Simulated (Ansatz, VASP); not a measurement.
# Two plane-wave programs on Pb

INCAR

```
SYSTEM = Pb
ALGO = Normal ; EDIFF = 1E-6
ENCUT = 520 ; GGA = RE
ISIF = 2 ; ISMEAR = -1
IVDW = 13 ; LASPH = .True.
LCHARG = .False. ; LREAL = .False.
LWAVE = .False. ; NBANDS = 13
NELM = 60 ; PREC = Accurate
SIGMA = 0.05
```

Contents of KPOINTS:

```
k-points
0
Gamma
  9 9 9
  0 0 0
```

The input POSCAR:

```
Pb
1.0
    0.0000000000      2.4415696833      2.4415696833
    2.4415696833      0.0000000000      2.4415696833
    2.4415696833      2.4415696833      0.0000000000
Pb
1
Direct
    0.0000000000      0.0000000000      0.0000000000
```

input.yaml

```yaml
crystal:
  lattice:
    - [0.0, 2.4415696833, 2.4415696833]
    - [2.4415696833, 0.0, 2.4415696833]
    - [2.4415696833, 2.4415696833, 0.0]
  atoms:
    - { symbol: Pb, position: [0.0, 0.0, 0.0] }
hamiltonian:
  xc: revpbe
  pseudopotentials: { kind: paw }
  dispersion: d4
kpoints:
  mp_grid: { grid: [9, 9, 9] }
scf:
  occupations: { method: fermi_dirac, width: 0.05 }
output:
  forces: true
  stress: true
  eigenvalues: true
```

Alike in both runs: task single point; functional revPBE; dispersion D4; k mesh 9 × 9 × 9; occupations fermi-dirac, width 0.05 eV; no spin polarisation.

```csv
,VASP,Ansatz
version,VASP 6.6.1,Ansatz 0.2.0
potentials or method,"VASP PAW PBE potentials, release 64 (Pb_d)",Ansatz PAW
plane-wave cutoff (eV),520,420
valence electrons in the cell,14,14
```

Ansatz gave:

```
gap on the k mesh at the Fermi level (eV) : none
pressure (GPa)                            : 2.5
```

Task: Estimate VASP's values.

Result: gap on the k mesh at the Fermi level (eV): none; pressure (GPa): 2.4.

VASP's potentials were made for PBE, not for revPBE. A gap of «none» marks a metal or a gap that the smearing closes.

Neither program's run includes spin-orbit coupling.
